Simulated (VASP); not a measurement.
# Cd3SeS2 (P3m1) in VASP: notebook

Runs on Cd3SeS2. Level: PBE. Tasks: single point, relaxation of cell and atoms.

All numbers are computed with VASP 6.6.1; they aren't measurements. Logs are shortened: lines on timing, memory, paths and dates and some standing lists are left out, and cuts for length are marked.

## (1) The cell of the first run

Symmetry: P3m1, No. 156, trigonal system. Conventional cell: a = 4.284 Å, b = 4.284 Å, c = 10.365 Å, α = 90.00°, β = 90.00°, γ = 120.00°. Cd (site symmetry 3m) has 4 S at 2.56 to 2.60 Å within 3.4 Å. Cd (site symmetry 3m) has 3 S at 2.60 Å and 1 Se at 2.68 Å within 3.4 Å. Within 3.4 Å of Cd (site symmetry 3m) lie 1 S at 2.56 Å and 3 Se at 2.66 Å. Se (site symmetry 3m) has 4 Cd at 2.66 to 2.68 Å within 3.5 Å. S (site symmetry 3m) has 4 Cd at 2.56 to 2.60 Å within 3.4 Å. Within 3.4 Å of S (site symmetry 3m) lie 4 Cd at 2.56 to 2.60 Å.

## (2) Single point, PBE

Contents of INCAR:

```
PREC = Accurate
ENCUT = 520
EDIFF = 1E-6
ISMEAR = 0
SIGMA = 0.15
LREAL = F
LASPH = T
NELM = 60
ALGO = Normal
ISIF = 2
LWAVE = F
LCHARG = F
GGA = PE
NBANDS = 36
```

Contents of KPOINTS:

```
regular mesh
0
Gamma
  3 3 2
```

Contents of POSCAR:

```
Cd3SeS2
1.0
    4.2839220358      0.0000000000      0.0000000000
   -2.1419610179      3.7099853108      0.0000000000
    0.0000000000      0.0000000000     10.3650571427
Cd Se S
3 1 2
Direct
    0.6666666667      0.3333333333      0.6661535366
    0.0000000000      0.0000000000     -0.0096333307
    0.3333333333      0.6666666667      0.3423946733
    0.0000000000      0.0000000000      0.2486051670
    0.6666666667      0.3333333333      0.9134588495
    0.3333333333      0.6666666667      0.5890211043
```

Potentials or basis: VASP PAW PBE potentials, release 64 (Cd, Se, S).

Launch:

```sh
$ cat potpaw_PBE.64/Cd/POTCAR potpaw_PBE.64/Se/POTCAR potpaw_PBE.64/S/POTCAR > POTCAR
$ mpirun -np 1 vasp_std > vasp.out
```

OUTCAR:

```text
PREC = Accurate
   ENCUT = 520
   EDIFF = 1E-6
   ISMEAR = 0
   LREAL = F
   LASPH = T
   NELM = 60
   ISIF = 2
   GGA = PE

 ion  position               nearest neighbor table
   1  0.667  0.333  0.666-   5 2.56   6 2.60   6 2.60   6 2.60
   2  0.000  0.000  0.990-   5 2.60   5 2.60   5 2.60   4 2.68
   3  0.333  0.667  0.342-   6 2.56   4 2.66   4 2.66   4 2.66
   4  0.000  0.000  0.249-   3 2.66   3 2.66   3 2.66   2 2.68
   5  0.667  0.333  0.913-   1 2.56   2 2.60   2 2.60   2 2.60
   6  0.333  0.667  0.589-   3 2.56   1 2.60   1 2.60   1 2.60

  LATTYP: Found a hexagonal cell.
 ALAT       =     4.2839220358
 C/A-ratio  =     2.4195251585

  Lattice vectors:

 A1 = (   4.2839220358,   0.0000000000,   0.0000000000)
 A2 = (  -2.1419610179,   3.7099853108,   0.0000000000)
 A3 = (   0.0000000000,   0.0000000000,  10.3650571427)

Analysis of symmetry for initial positions (statically):
=====================================================================
 Subroutine PRICEL returns:
 Original cell was already a primitive cell.

 Routine SETGRP: Setting up the symmetry group for a
 hexagonal supercell.

 Subroutine GETGRP returns: Found  6 space group operations
 (whereof  6 operations were pure point group operations)
 out of a pool of 24 trial point group operations.

The static configuration has the point symmetry C_3v.

Analysis of symmetry for dynamics (positions and initial velocities):
=====================================================================
 Subroutine PRICEL returns:
 Original cell was already a primitive cell.

 Routine SETGRP: Setting up the symmetry group for a
 hexagonal supercell.

 Subroutine GETGRP returns: Found  6 space group operations
 (whereof  6 operations were pure point group operations)
 out of a pool of 24 trial point group operations.

The dynamic configuration has the point symmetry C_3v.

 Subroutine INISYM returns: Found  6 space group operations
 (whereof  6 operations are pure point group operations),
 and found     1 'primitive' translations

----------------------------------------------------------------------------------------

                                     Primitive cell

  volume of cell :     164.7348

  direct lattice vectors                    reciprocal lattice vectors
     4.283922036  0.000000000  0.000000000     0.233430952  0.134771423  0.000000000
    -2.141961018  3.709985311  0.000000000     0.000000000  0.269542846  0.000000000
     0.000000000  0.000000000 10.365057143     0.000000000  0.000000000  0.096478002

  length of vectors
     4.283922036  4.283922036 10.365057143     0.269542846  0.269542846  0.096478002

  position of ions in fractional coordinates (direct lattice)
     0.666666667  0.333333333  0.666153537
     0.000000000  0.000000000  0.990366669
     0.333333333  0.666666667  0.342394673
     0.000000000  0.000000000  0.248605167
     0.666666667  0.333333333  0.913458850
     0.333333333  0.666666667  0.589021104

  ion indices of the primitive-cell ions
   primitive index   ion index
                 1           1
                 2           2
                 3           3
                 4           4
                 5           5
                 6           6

----------------------------------------------------------------------------------------

 KPOINTS: regular mesh

Automatic generation of k-mesh.
 Grid dimensions read from file:
 generate k-points for:    3    3    2

 Generating k-lattice:

  Cartesian coordinates                     Fractional coordinates (reciprocal lattice)
     0.077810317  0.044923808  0.000000000     0.333333333  0.000000000  0.000000000
     0.000000000  0.089847615  0.000000000     0.000000000  0.333333333  0.000000000
     0.000000000  0.000000000  0.048239001     0.000000000  0.000000000  0.500000000

  Length of vectors
     0.089847615  0.089847615  0.048239001

  Shift w.r.t. Gamma in fractional coordinates (k-lattice)
     0.000000000  0.000000000  0.000000000

 Subroutine IBZKPT returns following result:
 ===========================================

 Found      6 irreducible k-points:

 Following reciprocal coordinates:
            Coordinates               Weight
  0.000000  0.000000  0.000000      1.000000
  0.333333  0.000000  0.000000      6.000000
  0.333333  0.333333  0.000000      2.000000
  0.000000  0.000000  0.500000      1.000000
  0.333333  0.000000  0.500000      6.000000
  0.333333  0.333333  0.500000      2.000000
   k-points           NKPTS =      6   k-points in BZ     NKDIM =      6   number of bands    NBANDS=     36
   number of dos      NEDOS =    301   number of ions     NIONS =      6
   total plane-waves  NPLWV =  81920
   dimension x,y,z NGX =    32 NGY =   32 NGZ =   80
   dimension x,y,z NGXF=    64 NGYF=   64 NGZF=  160
   ions per type =               3   1   2
   NGX,Y,Z   is equivalent  to a cutoff of  12.42, 12.42, 12.83 a.u.
   NGXF,Y,Z  is equivalent  to a cutoff of  24.84, 24.84, 25.66 a.u.
 SYSTEM =  unknown system
   PREC   = accura    normal or accurate (medium, high low for compatibility)
   ISTART =      0    job   : 0-new  1-cont  2-samecut
   ICHARG =      2    charge: 1-file 2-atom 10-const
   ISPIN  =      1    spin polarized calculation?
   LNONCOLLINEAR =      F non collinear calculations
   LSORBIT =      F    spin-orbit coupling
   LASPH  =      T    aspherical Exc in radial PAW
   ENCUT  =  520.0 eV  38.22 Ry    6.18 a.u.   7.97  7.97 19.27*2*pi/ulx,y,z
   NELM   =     60;   NELMIN=  2; NELMDL= -5     # of ELM steps
   EDIFF  = 0.1E-05   stopping-criterion for ELM
   LREAL  =      F    real-space projection
   EDIFFG = 0.1E-04   stopping-criterion for IOM
   NSW    =      0    number of steps for IOM
   IBRION =     -1    ionic relax: 0-MD 1-quasi-New 2-CG
   NFREE  =      0    steps in history (QN), initial steepest desc. (CG)
   ISIF   =      2    stress and relaxation
   ISYM   =      2    0-nonsym 1-usesym 2-fastsym
   POTIM  = 0.5000    time-step for ionic-motion
   TEBEG  =    0.0;   TEEND  =   0.0 temperature during run
   PSTRESS=    0.0 pullay stress
   NELECT =      54.0000    total number of electrons
   NUPDOWN=      -1.0000    fix difference up-down
   EMIN   =  10.00;   EMAX   =-10.00  energy-range for DOS
   EFERMI =   0.00;   METHOD = LEGACY
   ISMEAR =     0;   SIGMA  =   0.15  broadening in eV -4-tet -1-fermi 0-gaus
   EFERMI_NEDOS =   21; number of points for ismear=-14 and -15
   IALGO  =     38    algorithm
   IMIX   =      4    mixing-type and parameters
     AMIX     =   0.40;   BMIX     =  1.00
     AMIX_MAG =   1.60;   BMIX_MAG =  1.00
  volume/ion in A,a.u.               =      27.46       185.28
  Fermi-wavevector in a.u.,A,eV,Ry     =   1.128784  2.133093 17.335916  1.274154
  Thomas-Fermi vector in A             =   2.265475
   LORBIT       =      0    0 simple, 1 ext, 2 COOP (PROOUT), +10 PAW based schemes
   GGA     = PE    functional components
   LHFCALC =     F    Hartree Fock is set to
   AEXX    =    0.0000 exact exchange contribution
   IVDW    =     0    specifies the selected vdW correction
   LEPSILON=     F    determine dielectric tensor
   LRPA    =     F    only Hartree local field effects (RPA)
 non-spin polarized calculation
 Gauss-broadening in eV      SIGMA  =   0.15
  energy-cutoff  :      520.00
  volume of cell :      164.73
 maximum number of plane-waves:      4476
 NGX is ok and might be reduce to    32
   NGX = 15   NGY = 15   NGZ = 39

 number of electron      54.0000003 magnetization

 Free energy of the ion-electron system (eV)
  ---------------------------------------------------
  ext. energy  EPLUGINS =         0.00000000
  ---------------------------------------------------
  free energy    TOTEN  =       -17.51271087 eV

  energy without entropy =      -17.51255774  energy(sigma->0) =      -17.51263431

 E-fermi :   1.2375     XC(G=0):  -8.7750

 val. band max:        0.9042422549   @ k =   0.0000   0.0000   0.0000
 cond. band min:       1.5436292162   @ k =   0.0000   0.0000   0.0000
 fundamental gap:      0.6393869612
 Fermi energy:         1.2375274431

 k-point     1 :       0.0000    0.0000    0.0000
  band No.  band energies     occupation
      1     -11.3544      2.00000
      2     -11.0926      2.00000
      3     -11.0647      2.00000
      4      -6.9220      2.00000
      5      -6.9220      2.00000
      6      -6.9142      2.00000
[... 28 lines left out ...]
     35       7.4552      0.00000
     36       7.4768      0.00000

 k-point     2 :       0.3333    0.0000    0.0000
  band No.  band energies     occupation
      1     -11.1013      2.00000
      2     -10.9645      2.00000
      3     -10.9322      2.00000
      4      -6.8474      2.00000
      5      -6.8280      2.00000
      6      -6.7927      2.00000
[... 28 lines left out ...]
     35       7.7118      0.00000
     36       7.9299      0.00000

 k-point     3 :       0.3333    0.3333    0.0000
  band No.  band energies     occupation
      1     -10.9221      2.00000
      2     -10.9149      2.00000
      3     -10.9084      2.00000
      4      -6.7842      2.00000
      5      -6.7753      2.00000
      6      -6.7712      2.00000
[... 28 lines left out ...]
     35       8.2920      0.00000
     36       8.6879      0.00000

 k-point     4 :       0.0000    0.0000    0.5000
  band No.  band energies     occupation
      1     -11.2718      2.00000
      2     -11.2540      2.00000
      3     -10.9867      2.00000
      4      -6.9107      2.00000
      5      -6.9107      2.00000
      6      -6.8683      2.00000
[... 28 lines left out ...]
     35       7.3223      0.00000
     36       7.3223      0.00000

 k-point     5 :       0.3333    0.0000    0.5000
  band No.  band energies     occupation
      1     -11.0651      2.00000
      2     -11.0343      2.00000
      3     -10.8989      2.00000
      4      -6.8396      2.00000
      5      -6.8367      2.00000
      6      -6.7704      2.00000
[... 28 lines left out ...]
     35       7.6434      0.00000
     36       8.5734      0.00000

 k-point     6 :       0.3333    0.3333    0.5000
  band No.  band energies     occupation
      1     -10.9221      2.00000
      2     -10.9149      2.00000
      3     -10.9084      2.00000
      4      -6.7789      2.00000
      5      -6.7761      2.00000
      6      -6.7666      2.00000
[... 28 lines left out ...]
     35       7.4378      0.00000
     36       7.7278      0.00000

------------------------ aborting loop because EDIFF is reached ----------------------------------------

  FORCE on cell =-STRESS in cart. coord.  units (eV):
  Direction    XX          YY          ZZ          XY          YZ          ZX
  --------------------------------------------------------------------------------------
  -------------------------------------------------------------------------------------
  Total        0.1688626      0.1688626      0.1529789      0.0000000      0.0000000      0.0000000
  in kB        1.6423232      1.6423232      1.4878412      0.0000000      0.0000000      0.0000000
  external PRESSURE =       1.5908292 kB  Pullay stress =       0.0000000 kB

 VOLUME and BASIS-vectors are now :
 -----------------------------------------------------------------------------
  energy-cutoff  :      520.00
  volume of cell :      164.73
      direct lattice vectors                 reciprocal lattice vectors
     4.283922036  0.000000000  0.000000000     0.233430952  0.134771423  0.000000000
    -2.141961018  3.709985311  0.000000000     0.000000000  0.269542846  0.000000000
     0.000000000  0.000000000 10.365057143     0.000000000  0.000000000  0.096478002

 POSITION                                       TOTAL-FORCE (eV/Angst)
 -----------------------------------------------------------------------------------
      2.14196      1.23666      6.90472        -0.000000      0.000000      0.001670
      0.00000      0.00000     10.26521         0.000000     -0.000000      0.030287
     -0.00000      2.47332      3.54894         0.000000      0.000000      0.005110
      0.00000      0.00000      2.57681         0.000000      0.000000     -0.040382
      2.14196      1.23666      9.46805        -0.000000      0.000000     -0.005088
     -0.00000      2.47332      6.10524        -0.000000      0.000000      0.008402
 -----------------------------------------------------------------------------------
    total drift:                                0.000001     -0.000001      0.000519

  FREE ENERGIE OF THE ION-ELECTRON SYSTEM (eV)
  ---------------------------------------------------
  free  energy   TOTEN  =       -17.5127108750 eV

  energy  without entropy=      -17.5125577431  energy(sigma->0) =      -17.51263431
```

Wall time 31 s (1 thread of Intel Xeon Platinum 8259CL at 2.50GHz (Skylake/Cascade Lake), shared host); peak memory 0.27 GiB.

Results:

* Free energy: -17.5127 eV
* Pressure: 0.2 GPa
* Largest force: 0.040 eV/Å
* Band gap on the k mesh: 0.64 eV, direct

Forces in eV/Å, atoms in the order of the input:
```
Cd   0.000  0.000  0.002
Cd   0.000  0.000  0.030
Cd   0.000  0.000  0.005
Se   0.000  0.000 -0.040
S    0.000  0.000 -0.005
S    0.000  0.000  0.008
```

Levels at points of the mesh, in eV from the valence-band top:
```tsv
k point	band 23	band 24	band 25	band 26	band 27	band 28	band 29	band 30	band 31	band 32
(0.00, 0.00, 0.00)	-0.66	-0.66	-0.16	0.00	0.00	0.64	2.34	2.60	6.10	6.10
(0.00, 0.00, 0.50)	-0.96	-0.55	-0.55	-0.05	-0.05	1.78	1.88	2.53	5.70	6.07
```

Caveat: the k points lie up to 0.56 Å⁻¹ apart.

(Part 1 of 2 ends here.)
